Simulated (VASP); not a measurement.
# Al8N in VASP: relaxation of the atoms with PBE

Aim: the relaxation of the atoms of Al8N with PBE.

All numbers are computed with VASP 6.6.1; they aren't measurements. Logs are shortened: lines on timing, memory, paths and dates and some standing lists are left out, and cuts for length are marked.

### 1 The cell of the first run

The cell holds a slab with vacuum, 9 atoms: a = 2.854 Å, b = 2.854 Å, c = 31.975 Å, α = 90.00°, β = 90.00°, γ = 120.00°.

### 2 Relaxation of the atoms, PBE

Contents of INCAR:

```
PREC = Accurate
ENCUT = 520
EDIFF = 1E-6
ISMEAR = 0
SIGMA = 0.1
LREAL = F
LASPH = T
NELM = 100
ALGO = Normal
ISIF = 2
LWAVE = F
LCHARG = F
LDIPOL = T
IDIPOL = 3
DIPOL = 0.5 0.5 0.416
GGA = PE
IBRION = 2
NSW = 36
EDIFFG = -0.025
```

Contents of KPOINTS:

```
regular mesh
0
Gamma
  9 9 1
```

Contents of POSCAR:

```
Al8N
1.0
    2.8535431553      0.0000000000      0.0000000000
   -1.4267715776      2.4712408633      0.0000000000
    0.0000000000      0.0000000000     31.9749291745
Al N
8 1
Selective dynamics
Direct
    0.3333333333      0.6666666667      0.1250980097  F F F
    0.0000000000      0.0000000000      0.1984481219  F F F
    0.6666666667      0.3333333333      0.2717982342  F F F
    0.0000000000      0.0000000000      0.3451483464  F F F
    0.3333333333      0.6666666667      0.4179223923  F F F
    0.0000000000      0.0000000000      0.4916598226  F F F
    0.6666666667      0.3333333333      0.5654146322  F F F
    0.0000000000      0.0000000000      0.6403432221  F F F
    0.1666666667      0.3333333333      0.6880077390  F F T
```

Potentials or basis: VASP PAW PBE potentials, release 64 (Al, N).

Run with:

```bash
$ cat potpaw_PBE.64/Al/POTCAR potpaw_PBE.64/N/POTCAR > POTCAR
$ mpirun -np 1 vasp_std > vasp.out
```

OUTCAR:

```text
PREC = Accurate
   ENCUT = 520
   EDIFF = 1E-6
   ISMEAR = 0
   LREAL = F
   LASPH = T
   NELM = 100
   ISIF = 2
   GGA = PE
   IBRION = 2
   NSW = 36
   EDIFFG = -0.025

 ion  position               nearest neighbor table
   1  0.333  0.667  0.125-   2 2.87   2 2.87   2 2.87
   2  0.000  0.000  0.198-   1 2.87   1 2.87   1 2.87   3 2.87   3 2.87   3 2.87
   3  0.667  0.333  0.272-   4 2.87   4 2.87   4 2.87   2 2.87   2 2.87   2 2.87
   4  0.000  0.000  0.345-   5 2.85   5 2.85   5 2.85   3 2.87   3 2.87   3 2.87
   5  0.333  0.667  0.418-   4 2.85   4 2.85   4 2.85   6 2.88   6 2.88   6 2.88
   6  0.000  0.000  0.492-   5 2.88   5 2.88   5 2.88   7 2.88   7 2.88   7 2.88
   7  0.667  0.333  0.565-   6 2.88   6 2.88   6 2.88   8 2.91   8 2.91   8 2.91
   8  0.000  0.000  0.640-   9 1.73   7 2.91   7 2.91   7 2.91
   9  0.167  0.333  0.688-   8 1.73

  LATTYP: Found a hexagonal cell.
 ALAT       =     2.8535431553
 C/A-ratio  =    11.2053427736

  Lattice vectors:

 A1 = (   2.8535431553,   0.0000000000,   0.0000000000)
 A2 = (  -1.4267715776,   2.4712408633,   0.0000000000)
 A3 = (   0.0000000000,   0.0000000000,  31.9749291745)

Analysis of symmetry for initial positions (statically):
=====================================================================
 Subroutine PRICEL returns:
 Original cell was already a primitive cell.

 Routine SETGRP: Setting up the symmetry group for a
 hexagonal supercell.

 Subroutine GETGRP returns: Found  2 space group operations
 (whereof  2 operations were pure point group operations)
 out of a pool of 24 trial point group operations.

The static configuration has the point symmetry C_1h.

Analysis of symmetry for dynamics (positions and initial velocities):
=====================================================================
 Subroutine PRICEL returns:
 Original cell was already a primitive cell.

 Routine SETGRP: Setting up the symmetry group for a
 hexagonal supercell.

 Subroutine GETGRP returns: Found  2 space group operations
 (whereof  2 operations were pure point group operations)
 out of a pool of 24 trial point group operations.

The dynamic configuration has the point symmetry C_1h.

Analysis of constrained symmetry for selective dynamics:
=====================================================================
 Subroutine PRICEL returns:
 Original cell was already a primitive cell.

[... 135 lines left out ...]
   ISMEAR =     0;   SIGMA  =   0.10  broadening in eV -4-tet -1-fermi 0-gaus
   EFERMI_NEDOS =   21; number of points for ismear=-14 and -15
   IALGO  =     38    algorithm
   IMIX   =      4    mixing-type and parameters
     AMIX     =   0.40;   BMIX     =  1.00
     AMIX_MAG =   1.60;   BMIX_MAG =  1.00
  volume/ion in A,a.u.               =      25.05       169.07
  Fermi-wavevector in a.u.,A,eV,Ry     =   0.826363  1.561601  9.291101  0.682877
  Thomas-Fermi vector in A             =   1.938382
   LORBIT       =      0    0 simple, 1 ext, 2 COOP (PROOUT), +10 PAW based schemes
   GGA     = PE    functional components
   LHFCALC =     F    Hartree Fock is set to
   AEXX    =    0.0000 exact exchange contribution
   IVDW    =     0    specifies the selected vdW correction
   LEPSILON=     F    determine dielectric tensor
   LRPA    =     F    only Hartree local field effects (RPA)
 conjugate gradient relaxation of ions
 non-spin polarized calculation
 Gauss-broadening in eV      SIGMA  =   0.10
  energy-cutoff  :      520.00
  volume of cell :      225.48
 maximum number of plane-waves:      6109
 NGX is ok and might be reduce to    24
   NGX = 11   NGY = 11   NGZ =119

 dipolmoment           0.000000      0.000000     -0.038205 electrons x Angstroem

--------------------------------------- Ionic step        1  -------------------------------------------

 number of electron      28.9999999 magnetization

 Free energy of the ion-electron system (eV)
  ---------------------------------------------------
  ext. energy  EPLUGINS =         0.00000000
  ---------------------------------------------------
  free energy    TOTEN  =       -34.42322079 eV

  energy without entropy =      -34.39420986  energy(sigma->0) =      -34.40871533

------------------------ aborting loop because EDIFF is reached ----------------------------------------

  FORCE on cell =-STRESS in cart. coord.  units (eV):
  Direction    XX          YY          ZZ          XY          YZ          ZX
  --------------------------------------------------------------------------------------
  -------------------------------------------------------------------------------------
  Total       -1.3245952     -0.3174203      0.9486873     -0.0000000      3.4072474      0.0000000
  in kB       -9.4120589     -2.2554653      6.7410035     -0.0000000     24.2105767      0.0000000
  external PRESSURE =      -1.6421736 kB  Pullay stress =       0.0000000 kB
[... 73 lines left out ...]
--------------------------------------- Ionic step        3  -------------------------------------------

 number of electron      28.9999999 magnetization

 dipolmoment           0.000000      0.000000      0.166852 electrons x Angstroem

 Free energy of the ion-electron system (eV)
  ---------------------------------------------------
  ext. energy  EPLUGINS =         0.00000000
  ---------------------------------------------------
  free energy    TOTEN  =       -34.44261894 eV

  energy without entropy =      -34.41561879  energy(sigma->0) =      -34.42911886

 E-fermi :   2.3560     XC(G=0):  -6.8996

 val. band max:        2.3398397177   @ k =   0.2222   0.2222   0.0000
 cond. band min:       2.3634408808   @ k =   0.4444   0.0000   0.0000
 fundamental gap:      0.0236011630
 Fermi energy:         2.3560440922

 k-point     1 :       0.0000    0.0000    0.0000
  band No.  band energies     occupation
      1     -11.9060      2.00000
      2      -8.6555      2.00000
      3      -8.3221      2.00000
      4      -7.8241      2.00000
      5      -7.0819      2.00000
      6      -6.2160      2.00000
[... 505 lines left out ...]
      6      -1.2110      2.00000
[... 11 lines left out ...]
     18       2.3861      0.67106
     19       2.8408      0.00000

 [... further k-points ...]

------------------------ aborting loop because EDIFF is reached ----------------------------------------

 vacuum level on the upper side and lower side of the slab       (xc-potential included)         2.098        -2.195

  FORCE on cell =-STRESS in cart. coord.  units (eV):
  Direction    XX          YY          ZZ          XY          YZ          ZX
  --------------------------------------------------------------------------------------
  -------------------------------------------------------------------------------------
  Total       -1.4574714     -0.9290092     -0.3114950     -0.0000000      2.5800799      0.0000000
  in kB      -10.3562257     -6.6011788     -2.2133625     -0.0000000     18.3330456      0.0000000
  external PRESSURE =      -6.3902556 kB  Pullay stress =       0.0000000 kB
[... 24 lines left out ...]
  FREE ENERGIE OF THE ION-ELECTRON SYSTEM (eV)
  ---------------------------------------------------
  free  energy   TOTEN  =       -34.4426189372 eV

  energy  without entropy=      -34.4156187902  energy(sigma->0) =      -34.42911886

 reached required accuracy - stopping structural energy minimisation

 vacuum level on the upper side and lower side of the slab        10.679         6.325
```

CONTCAR:

```text
Al8N
   1.00000000000000
     2.8535431553000001    0.0000000000000000    0.0000000000000000
    -1.4267715776000001    2.4712408632999998    0.0000000000000000
     0.0000000000000000    0.0000000000000000   31.9749291745000015
  Al              N
     8     1
Selective dynamics
Direct
     0.3333333332999970    0.6666666667000030    0.1250980096999967   F   F   F
     0.0000000000000000    0.0000000000000000    0.1984481219000003   F   F   F
     0.6666666667000030    0.3333333332999970    0.2717982341999985   F   F   F
     0.0000000000000000    0.0000000000000000    0.3451483464000020   F   F   F
     0.3333333332999970    0.6666666667000030    0.4179223922999995   F   F   F
     0.0000000000000000    0.0000000000000000    0.4916598225999991   F   F   F
     0.6666666667000030    0.3333333332999970    0.5654146322000031   F   F   F
     0.0000000000000000    0.0000000000000000    0.6403432221000003   F   F   F
     0.1666666667000030    0.3333333332999970    0.6895310874468044   F   F   T

  0.00000000E+00  0.00000000E+00  0.00000000E+00
  0.00000000E+00  0.00000000E+00  0.00000000E+00
  0.00000000E+00  0.00000000E+00  0.00000000E+00
  0.00000000E+00  0.00000000E+00  0.00000000E+00
  0.00000000E+00  0.00000000E+00  0.00000000E+00
  0.00000000E+00  0.00000000E+00  0.00000000E+00
  0.00000000E+00  0.00000000E+00  0.00000000E+00
  0.00000000E+00  0.00000000E+00  0.00000000E+00
  0.00000000E+00  0.00000000E+00  0.00000000E+00
```

Wall time 6 min (1 thread of Intel Xeon 6975P-C (Granite Rapids), shared host); peak memory 0.42 GiB.

What came out:

```yaml
Free_energy: -34.4426 eV
Energy_gained_by_relaxing: 2.2 meV/atom
Ionic_steps: 3
```

Step by step:
```csv
step,energy change (eV),largest force on free atoms (eV/Å),pressure (GPa)
1,0.0000,0.8352,-0.16
2,-0.0189,0.1293,-0.57
3,-0.0194,0.0107,-0.64
```

Final structure:
```yaml
crystal:
  lattice:
    - [2.85354, 0.00000, 0.00000]
    - [-1.42677, 2.47124, 0.00000]
    - [0.00000, 0.00000, 31.97493]
  atoms:
    - { symbol: Al, position: [0.33333, 0.66667, 0.12510] }
    - { symbol: Al, position: [0.00000, 0.00000, 0.19845] }
    - { symbol: Al, position: [0.66667, 0.33333, 0.27180] }
    - { symbol: Al, position: [0.00000, 0.00000, 0.34515] }
    - { symbol: Al, position: [0.33333, 0.66667, 0.41792] }
    - { symbol: Al, position: [0.00000, 0.00000, 0.49166] }
    - { symbol: Al, position: [0.66667, 0.33333, 0.56541] }
    - { symbol: Al, position: [0.00000, 0.00000, 0.64034] }
    - { symbol: N, position: [0.16667, 0.33333, 0.68953] }
```

Levels at points of the mesh, in eV from the Fermi level:
```csv
k point,band 11,band 12,band 13,band 14,band 15,band 16,band 17,band 18
"(0.00, 0.00, 0.00)",-2.25,-0.91,0.52,1.11,1.19,2.29,3.64,4.69
```

Caveat: the highest band is partly filled, so the run has too few bands.
